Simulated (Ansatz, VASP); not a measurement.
**LaCuB3 in VASP and in Ansatz**

The input POSCAR:

```
LaCuB3
1.0
    0.0000000000      3.6839500000      0.0000000000
    3.6839500000      0.0000000000      0.0000000000
    1.8419750000      1.8419750000     -4.4926880000
La Cu B
1 1 3
Direct
    0.1336000000      0.1336000000      0.7328000000
    0.5204000000      0.5204000000      0.9592000000
    0.8827000000      0.3827000000      0.2346000000
    0.3827000000      0.8827000000      0.2346000000
    0.7515000000      0.7515000000      0.4970000000
```

INCAR.step1

```
  PREC = Accurate
  ENCUT = 520
  ISMEAR = -1
  SIGMA = 0.1
  LREAL = F
  LASPH = T
  NELM = 60
  NBANDS = 24
  GGA = PE
  ALGO = Normal
  EDIFF = 1E-4
  LWAVE = T
  LCHARG = F
```

Contents of INCAR.step2:

```
  PREC = Accurate
  ENCUT = 520
  EDIFF = 1E-7
  ISMEAR = -1
  SIGMA = 0.1
  LREAL = F
  LASPH = T
  NELM = 60
  ALGO = Normal
  ISIF = 2
  LWAVE = F
  LCHARG = F
  METAGGA = R2SCAN
  LMIXTAU = T
  NBANDS = 24
  ISTART = 1
```

KPOINTS

```
Automatic mesh
0
Gamma
  10 10 10
```

Input for Ansatz:

```yaml
crystal:
  lattice:
    - [0.0, 3.68395, 0.0]
    - [3.68395, 0.0, 0.0]
    - [1.841975, 1.841975, -4.492688]
  atoms:
    - { symbol: La, position: [0.1336, 0.1336, 0.7328] }
    - { symbol: Cu, position: [0.5204, 0.5204, 0.9592] }
    - { symbol: B, position: [0.8827, 0.3827, 0.2346] }
    - { symbol: B, position: [0.3827, 0.8827, 0.2346] }
    - { symbol: B, position: [0.7515, 0.7515, 0.497] }
  symmetry: { tolerance: 0.0003 }
kpoints:
  mp_grid: { grid: [10, 10, 10], shift: [0, 0, 0] }
  band_path:
    path:
      - [0.0, 0.0, 0.0]
      - [0.5, 0.5, 0.5]
      - [0.5, 0.5, 0.75]
      - [0.5, 0.0, 0.5]
      - [0.0, 0.0, 0.0]
      - [0.0, 0.0, 0.5]
      - [0.41595247, 0.0, 0.70797624]
      - [0.58404753, 0.0, 0.29202376]
      - [0.0, 0.0, 0.0]
      - [0.5, 0.5, 0.5]
      - [0.58404753, 0.41595247, 0.5]
    npoints: 6
magnetization:
  spin_polarized: false
scf:
  occupations: { method: fermi_dirac }
  lower_state_search: "off"
  max_iter: 200
hamiltonian:
  pseudopotentials: { kind: paw }
  xc: r2scan
basis:
  ecutwfc: 500
  fft_grid_basis: typed
output:
  forces: true
  stress: true
  eigenvalues: true
  bader: true
  populations: true
  elf: true
  write_potential: true
  volumetric_format: npy
  dos:
    e_range: [-12, 8]
    de: 0.05
    projected: { site_lists: { B: [B], Cu: [Cu], La: [La] } }
checkpoint:
  read: saved_state
```

Alike in both runs: task single point; functional r2SCAN; k mesh 10 × 10 × 10; no spin polarisation.

|  | VASP | Ansatz |
| --- | --- | --- |
| version | VASP 6.6.1 | Ansatz 0.2.0 |
| potentials or method | VASP PAW PBE potentials, release 64 (La, Cu, B), cutoff 520 eV | PAW plane waves |
| occupations | fermi-dirac, width 0.1 eV | fermi-dirac |
| valence electrons in the cell | 31 | 39 |

```csv
,VASP,Ansatz,Ansatz less VASP
pressure (GPa),0.9,1.1,+0.16
"traceless stress, the component that is largest in VASP (GPa)",-3.59,-3.80,-0.209
rms of the force components (eV/Å),1.011,1.010,-0.0003
```

VASP's potentials were made for PBE, not for r2SCAN. Atom by atom the forces differ by 0.011 eV/Å (rms over components). VASP's potentials hold 31 valence electrons a cell and Ansatz's 39, so a difference there can come from the potentials and not from the codes.

Neither program's run includes spin-orbit coupling.
